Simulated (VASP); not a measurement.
# Au (Pm-3m) in VASP: notebook

Aim: see how the results for Au move with the level of theory and the settings. Levels: B3LYP, PBE. Tasks: single point.

All numbers are computed with VASP 6.6.1; they aren't measurements. Logs are shortened: lines on timing, memory, paths and dates and some standing lists are left out, and cuts for length are marked.

### 1 The cell of the first run

It takes space group Pm-3m (No. 221, cubic). The conventional cell has a = 2.799 Å, b = 2.799 Å, c = 2.799 Å, α = 90.00°, β = 90.00°, γ = 90.00°. Within 3.7 Å of Au (site symmetry m-3m) lie 6 Au at 2.80 Å.

### 2 Single point, B3LYP

Contents of POSCAR:

```
Au
1.0
    2.7988520055      0.0000000000      0.0000000000
    0.0000000000      2.7988520055      0.0000000000
    0.0000000000      0.0000000000      2.7988520055
Au
1
Direct
    0.5000000000      0.5000000000      0.5000000000
```

Contents of INCAR.step1:

```
SYSTEM = Au
PREC = Accurate ; ENCUT = 520
EDIFF = 1E-5 ; ISMEAR = -1
SIGMA = 0.05 ; LREAL = .False.
LASPH = .True. ; NELM = 100
ALGO = Normal ; ISIF = 2
LWAVE = .True. ; NBANDS = 12
GGA = PE
```

Contents of INCAR.step2:

```
SYSTEM = Au
PREC = Accurate ; ENCUT = 520
EDIFF = 1E-6 ; ISMEAR = -1
SIGMA = 0.05 ; LREAL = .False.
LASPH = .True. ; NELM = 100
ALGO = Normal ; ISIF = 2
LWAVE = .False. ; LCHARG = .True.
GGA = B3 ; LHFCALC = .True.
AEXX = 0.2 ; AGGAX = 0.72
AGGAC = 0.81 ; ALDAC = 0.19
PRECFOCK = Normal ; LELF = .True.
LVHAR = .True. ; NBANDS = 12
ISTART = 1
```

Contents of KPOINTS:

```
Automatic mesh
0
Gamma
  5 5 5
  0 0 0
```

Potentials or basis: VASP PAW PBE potentials, release 64 (Au).

Run with:

```
$ cat potpaw_PBE.64/Au/POTCAR > POTCAR
$ cp INCAR.step1 INCAR
$ mpirun -np 1 vasp_std > vasp.out
$ cp INCAR.step2 INCAR
$ mpirun -np 1 vasp_std > vasp.out
```

OUTCAR:

```text
SYSTEM = Au
   PREC = Accurate
   ENCUT = 520
   EDIFF = 1E-6
   ISMEAR = -1
   LREAL = .False.
   LASPH = .True.
   NELM = 100
   ISIF = 2
   GGA = B3
   LHFCALC = .True.
   AEXX = 0.2
   PRECFOCK = Normal
   ISTART = 1

 ion  position               nearest neighbor table
   1  0.500  0.500  0.500-

  LATTYP: Found a simple cubic cell.
 ALAT       =     2.7988520055

  Lattice vectors:

 A1 = (   2.7988520055,   0.0000000000,   0.0000000000)
 A2 = (   0.0000000000,   2.7988520055,   0.0000000000)
 A3 = (   0.0000000000,   0.0000000000,   2.7988520055)

Analysis of symmetry for initial positions (statically):
=====================================================================
 Subroutine PRICEL returns:
 Original cell was already a primitive cell.

 Routine SETGRP: Setting up the symmetry group for a
 simple cubic supercell.

 Subroutine GETGRP returns: Found 48 space group operations
[... 9 lines left out ...]

 Routine SETGRP: Setting up the symmetry group for a
 simple cubic supercell.

 Subroutine GETGRP returns: Found 48 space group operations
[... 11 lines left out ...]
                                     Primitive cell

  volume of cell :      21.9250

  direct lattice vectors                    reciprocal lattice vectors
     2.798852006  0.000000000  0.000000000     0.357289345  0.000000000  0.000000000
     0.000000000  2.798852006  0.000000000     0.000000000  0.357289345  0.000000000
     0.000000000  0.000000000  2.798852006     0.000000000  0.000000000  0.357289345

  length of vectors
     2.798852006  2.798852006  2.798852006     0.357289345  0.357289345  0.357289345

  position of ions in fractional coordinates (direct lattice)
     0.500000000  0.500000000  0.500000000

  ion indices of the primitive-cell ions
   primitive index   ion index
                 1           1

----------------------------------------------------------------------------------------

 KPOINTS: Automatic mesh

Automatic generation of k-mesh.
 Grid dimensions read from file:
 generate k-points for:    5    5    5

 Generating k-lattice:

  Cartesian coordinates                     Fractional coordinates (reciprocal lattice)
     0.071457869  0.000000000  0.000000000     0.200000000  0.000000000  0.000000000
     0.000000000  0.071457869  0.000000000     0.000000000  0.200000000  0.000000000
     0.000000000  0.000000000  0.071457869     0.000000000  0.000000000  0.200000000

  Length of vectors
     0.071457869  0.071457869  0.071457869

  Shift w.r.t. Gamma in fractional coordinates (k-lattice)
     0.000000000  0.000000000  0.000000000

 Subroutine IBZKPT returns following result:
 ===========================================

 Found     10 irreducible k-points:

 Following reciprocal coordinates:
            Coordinates               Weight
  0.000000  0.000000  0.000000      1.000000
  0.200000  0.000000  0.000000      6.000000
  0.400000  0.000000  0.000000      6.000000
  0.200000  0.200000  0.000000     12.000000
  0.400000  0.200000  0.000000     24.000000
  0.400000  0.400000  0.000000     12.000000
  0.200000  0.200000  0.200000      8.000000
  0.400000  0.200000  0.200000     24.000000
  0.400000  0.400000  0.200000     24.000000
  0.400000  0.400000  0.400000      8.000000
   k-points           NKPTS =     10   k-points in BZ     NKDIM =    125   number of bands    NBANDS=     12
   number of dos      NEDOS =    301   number of ions     NIONS =      1
   total plane-waves  NPLWV =  13824
   dimension x,y,z NGX =    24 NGY =   24 NGZ =   24
   dimension x,y,z NGXF=    48 NGYF=   48 NGZF=   48
   ions per type =               1
   NGX,Y,Z   is equivalent  to a cutoff of  14.26, 14.26, 14.26 a.u.
   NGXF,Y,Z  is equivalent  to a cutoff of  28.51, 28.51, 28.51 a.u.
 SYSTEM =  Au
   PREC   = accura    normal or accurate (medium, high low for compatibility)
   ISTART =      1    job   : 0-new  1-cont  2-samecut
   ICHARG =      0    charge: 1-file 2-atom 10-const
   ISPIN  =      1    spin polarized calculation?
   LNONCOLLINEAR =      F non collinear calculations
   LSORBIT =      F    spin-orbit coupling
   LASPH  =      T    aspherical Exc in radial PAW
   ENCUT  =  520.0 eV  38.22 Ry    6.18 a.u.   5.20  5.20  5.20*2*pi/ulx,y,z
   NELM   =    100;   NELMIN=  2; NELMDL=  0     # of ELM steps
   EDIFF  = 0.1E-05   stopping-criterion for ELM
   LREAL  =      F    real-space projection
   EDIFFG = 0.1E-04   stopping-criterion for IOM
   NSW    =      0    number of steps for IOM
   IBRION =     -1    ionic relax: 0-MD 1-quasi-New 2-CG
   NFREE  =      0    steps in history (QN), initial steepest desc. (CG)
   ISIF   =      2    stress and relaxation
   ISYM   =      3    0-nonsym 1-usesym 2-fastsym
   POTIM  = 0.5000    time-step for ionic-motion
   TEBEG  =    0.0;   TEEND  =   0.0 temperature during run
   PSTRESS=    0.0 pullay stress
   NELECT =      11.0000    total number of electrons
   NUPDOWN=      -1.0000    fix difference up-down
   EMIN   =  10.00;   EMAX   =-10.00  energy-range for DOS
   EFERMI =   0.00;   METHOD = LEGACY
   ISMEAR =    -1;   SIGMA  =   0.05  broadening in eV -4-tet -1-fermi 0-gaus
   EFERMI_NEDOS =   21; number of points for ismear=-14 and -15
   IALGO  =     38    algorithm
   IMIX   =      1    mixing-type and parameters
     AMIX     =   0.40;   BMIX     =  1.00
     AMIX_MAG =   1.60;   BMIX_MAG =  1.00
  volume/ion in A,a.u.               =      21.93       147.96
  Fermi-wavevector in a.u.,A,eV,Ry     =   1.300846  2.458242 23.023773  1.692200
  Thomas-Fermi vector in A             =   2.432018
   LORBIT       =      0    0 simple, 1 ext, 2 COOP (PROOUT), +10 PAW based schemes
   GGA     = B3    functional components
   LHFCALC =     T    Hartree Fock is set to
   PRECFOCK=normal    Normal, Fast or Accurate (Low or Medium for compatibility)
   ENCUT4O =  -1.0   cutoff for four orbital integrals eV
   NKREDX  =     1    reduce k-point grid by
   NKREDY  =     1    reduce k-point grid by
   NKREDZ  =     1    reduce k-point grid by
   AEXX    =    0.2000 exact exchange contribution
   HFSCREEN=    0.0000 screening length (either q_TF or 0.3 A-1)
   HFSCREENC=   0.0000 screening length for correlation (either q_TF or 0.3 A-1)
   ENCUTFOCK=  -1.0 apply spherical cutoff to Coloumb kernel
   IVDW    =     0    specifies the selected vdW correction
   LEPSILON=     F    determine dielectric tensor
   LRPA    =     F    only Hartree local field effects (RPA)
 non-spin polarized calculation
  energy-cutoff  :      520.00
  volume of cell :       21.93
 maximum number of plane-waves:       619
 NGX is ok and might be reduce to    24
  NGX = 16; NGY = 16; NGZ = 16

 number of electron      10.9999999 magnetization

 Free energy of the ion-electron system (eV)
  ---------------------------------------------------
  ext. energy  EPLUGINS =         0.00000000
  ---------------------------------------------------
  free energy    TOTEN  =        -2.62919947 eV

  energy without entropy =       -2.61886474  energy(sigma->0) =       -2.62403211

 E-fermi :   5.8177     XC(G=0):  -8.8246

 val. band max:        4.6427539213   @ k =   0.4000   0.2000   0.0000
 cond. band min:       5.8783642197   @ k =   0.4000   0.2000   0.2000
 fundamental gap:      1.2356102984
 Fermi energy:         5.8177130877

 k-point     1 :       0.0000    0.0000    0.0000
  band No.  band energies     occupation
      1      -2.5413      2.00000
      2      -0.8265      2.00000
      3      -0.8265      2.00000
      4       3.1114      2.00000
      5       3.1114      2.00000
      6       3.1114      2.00000
      7      20.3555      0.00000
      8      20.3555      0.00000
      9      20.3555      0.00000
     10      25.3370      0.00000
     11      27.6013      0.00000
     12      27.6013      0.00000

 k-point     2 :       0.2000    0.0000    0.0000
  band No.  band energies     occupation
      1      -1.7119      2.00000
      2      -0.6993      2.00000
      3       0.0854      2.00000
      4       2.6046      2.00000
      5       2.6046      2.00000
      6       3.1548      2.00000
      7      15.7070      0.00000
      8      21.7700      0.00000
      9      21.7700      0.00000
     10      25.6013      0.00000
     11      26.2938      0.00000
     12      32.2815      0.00000

 k-point     3 :       0.4000    0.0000    0.0000
  band No.  band energies     occupation
      1      -0.8061      2.00000
      2      -0.4857      2.00000
      3       1.8825      2.00000
      4       1.8825      2.00000
      5       3.2259      2.00000
      6       3.5922      2.00000
      7       9.9049      0.00000
      8      23.4760      0.00000
      9      24.6465      0.00000
     10      24.6465      0.00000
     11      25.5012      0.00000
     12      31.6626      0.00000

 k-point     4 :       0.2000    0.2000    0.0000
  band No.  band energies     occupation
      1      -0.9879      2.00000
      2       0.0673      2.00000
      3       0.3578      2.00000
      4       2.1626      2.00000
      5       2.6199      2.00000
      6       2.7100      2.00000
      7      16.7876      0.00000
      8      16.9021      0.00000
      9      23.2343      0.00000
     10      25.4483      0.00000
     11      29.0258      0.00000
     12      30.9340      0.00000

 k-point     5 :       0.4000    0.2000    0.0000
  band No.  band energies     occupation
      1      -0.4525      2.00000
      2       0.4997      2.00000
      3       0.9400      2.00000
      4       1.9628      2.00000
      5       2.7638      2.00000
      6       4.6428      2.00000
      7      10.7645      0.00000
      8      19.4781      0.00000
      9      23.1413      0.00000
     10      25.4701      0.00000
     11      26.3583      0.00000
     12      31.2956      0.00000

 k-point     6 :       0.4000    0.4000    0.0000
  band No.  band energies     occupation
      1      -0.4581      2.00000
      2      -0.1489      2.00000
      3       2.0777      2.00000
      4       2.1055      2.00000
      5       3.4382      2.00000
      6       7.3158      0.00000
      7      11.6002      0.00000
      8      14.6933      0.00000
      9      19.4465      0.00000
     10      26.8067      0.00000
     11      27.8939      0.00000
     12      28.9478      0.00000

 k-point     7 :       0.2000    0.2000    0.2000
  band No.  band energies     occupation
      1       0.1063      2.00000
      2       0.4707      2.00000
      3       0.4707      2.00000
      4       2.1080      2.00000
      5       2.1080      2.00000
      6       2.5751      2.00000
      7      17.7312      0.00000
      8      18.1160      0.00000
      9      18.1160      0.00000
     10      28.1865      0.00000
     11      28.1865      0.00000
     12      29.6931      0.00000

 k-point     8 :       0.4000    0.2000    0.2000
  band No.  band energies     occupation
      1       0.4860      2.00000
      2       0.6954      2.00000
      3       1.0879      2.00000
      4       1.2235      2.00000
      5       2.2818      2.00000
      6       5.8784      0.45833
      7      11.7993      0.00000
      8      20.1268      0.00000
      9      20.9603      0.00000
     10      23.9381      0.00000
     11      24.3541      0.00000
     12      30.0898      0.00000

 k-point     9 :       0.4000    0.4000    0.2000
  band No.  band energies     occupation
      1      -0.2715      2.00000
      2       0.9624      2.00000
      3       1.2117      2.00000
      4       1.3478      2.00000
      5       3.5886      2.00000
      6       8.3630      0.00000
      7      13.0558      0.00000
      8      15.4043      0.00000
      9      19.3514      0.00000
     10      23.2654      0.00000
     11      26.3378      0.00000
     12      26.4697      0.00000

 k-point    10 :       0.4000    0.4000    0.4000
  band No.  band energies     occupation
      1      -0.0368      2.00000
      2       0.1590      2.00000
      3       0.1590      2.00000
      4       3.6977      2.00000
      5       3.6977      2.00000
      6      10.8075      0.00000
      7      15.5973      0.00000
      8      15.5973      0.00000
      9      17.4404      0.00000
     10      20.7802      0.00000
     11      23.4967      0.00000
     12      23.4967      0.00000

------------------------ aborting loop because EDIFF is reached ----------------------------------------

  FORCE on cell =-STRESS in cart. coord.  units (eV):
  Direction    XX          YY          ZZ          XY          YZ          ZX
  --------------------------------------------------------------------------------------
  -------------------------------------------------------------------------------------
  Total        0.0355673      0.0355673      0.0355673     -0.0000000      0.0000000     -0.0000000
  in kB        2.5990918      2.5990918      2.5990918     -0.0000000      0.0000000     -0.0000000
  external PRESSURE =       2.5990918 kB  Pullay stress =       0.0000000 kB

 VOLUME and BASIS-vectors are now :
 -----------------------------------------------------------------------------
  energy-cutoff  :      520.00
  volume of cell :       21.93
      direct lattice vectors                 reciprocal lattice vectors
     2.798852006  0.000000000  0.000000000     0.357289345  0.000000000  0.000000000
     0.000000000  2.798852006  0.000000000     0.000000000  0.357289345  0.000000000
     0.000000000  0.000000000  2.798852006     0.000000000  0.000000000  0.357289345

 POSITION                                       TOTAL-FORCE (eV/Angst)
 -----------------------------------------------------------------------------------
      1.39943      1.39943      1.39943         0.000000      0.000000      0.000000
 -----------------------------------------------------------------------------------
    total drift:                               -0.000000      0.000000     -0.000000

  FREE ENERGIE OF THE ION-ELECTRON SYSTEM (eV)
  ---------------------------------------------------
  free  energy   TOTEN  =        -2.6291994739 eV

  energy  without entropy=       -2.6188647388  energy(sigma->0) =       -2.62403211
```

Wall time 3.7 min (1 thread of Intel Xeon Platinum 8375C at 2.90GHz (Ice Lake), shared host); peak memory 0.15 GiB.

Results:

```
Free energy : -2.6292 eV
Pressure    : 0.3 GPa
```

Levels at points of the mesh, in eV from the Fermi level:
| k point | band 2 | band 3 | band 4 | band 5 | band 6 | band 7 | band 8 | band 9 | band 10 | band 11 |
| --- | --- | --- | --- | --- | --- | --- | --- | --- | --- | --- |
| (0.00, 0.00, 0.00) | -6.64 | -6.64 | -2.71 | -2.71 | -2.71 | 14.54 | 14.54 | 14.54 | 19.52 | 21.78 |

Caveat: the k points lie up to 0.45 Å⁻¹ apart; the PAW data sets were made with another functional, which shifts forces and pressure a little; spin-orbit coupling is left out, which moves the levels of the heavy elements.

[end of part 1 of 2]
